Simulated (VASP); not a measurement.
Wanted: the native input for a VASP 6.6.1 run.

```
Task                   : single point
Functional             : LDA
Potentials or basis    : VASP PAW LDA potentials, release 64 (Ni)
Cutoff                 : 520 eV
k mesh                 : 22 × 22 × 22
Occupations            : gaussian, width 0.05 eV
Spin                   : collinear spin, ferromagnetic start
Starting moments       : [0.71] μB
Dipole correction      : no
Further INCAR settings : ALGO = Fast; EDIFF = 1e-06; NBANDS = 15
```

The structure of Ni lies in POSCAR:

```
Ni
1.0
    0.0000000000      1.6891805710      1.6891805710
    1.6891805710      0.0000000000      1.6891805710
    1.6891805710      1.6891805710      0.0000000000
Ni
1
Direct
    0.0000000000      0.0000000000      0.0000000000
```

One way to write it, as run:

INCAR

```
SYSTEM = Ni
ALGO = Fast
EDIFF = 1E-6
ENCUT = 520
GGA = CA
ISIF = 2
ISMEAR = 0
ISPIN = 2
LASPH = .True.
LCHARG = .False.
LMAXMIX = 4
LORBIT = 11
LREAL = .False.
LWAVE = .False.
MAGMOM = 0.71
NBANDS = 15
NELM = 150
PREC = Accurate
SIGMA = 0.05
```

KPOINTS

```
k-points
0
Gamma
  22 22 22
  0 0 0
```

Potentials or basis: VASP PAW LDA potentials, release 64 (Ni).

The run is started by

```console
$ cat potpaw_LDA.64/Ni/POTCAR > POTCAR
$ mpirun -np 1 vasp_std > vasp.out
```

Results of the run:

```
Pressure                                              : 10.8 GPa
Net moment                                            : 0.54 μB per cell
Site moments                                          : Ni +0.54 μB
Valence electrons inside the program's atomic spheres : Ni 9.56
```

Caveat: the cell stands under pressure.

It took 62 s on 1 thread of Intel(R) Xeon(R) Platinum 8488C (Sapphire Rapids), with other jobs on the host, peak memory 0.18 GiB.
